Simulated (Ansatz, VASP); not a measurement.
## TiGe: VASP beside Ansatz

```
CELL_PARAMETERS angstrom
0.00000 2.91841 2.91841
2.91841 0.00000 2.91841
2.91841 2.91841 0.00000
ATOMIC_POSITIONS crystal
Ti 0.00000 0.00000 0.00000
Ge 0.25000 0.25000 0.25000
```

Alike in both runs: functional PBE; k mesh 6 × 6 × 6; occupations gaussian, width 0.1 eV; no spin polarisation.

Ansatz relaxed the structure, and its values are those at the end. VASP's run is a single point on that final structure, the one shown.

```csv
,VASP,Ansatz
version,VASP 6.6.1,Ansatz 0.2.0
potentials or method,"VASP PAW PBE potentials, release 64 (Ti_sv, Ge_d), cutoff 520 eV","scalar-relativistic, plane waves, PAW"
valence electrons in the cell,26,26
```

```tsv
	VASP	Ansatz	Ansatz less VASP
gap on the k mesh at the Fermi level (eV)	0.24	0.24	-0.001
least direct gap on the mesh (eV)	0.24	0.24	-0.001
pressure (GPa)	0.2	0.2	-0.01
```
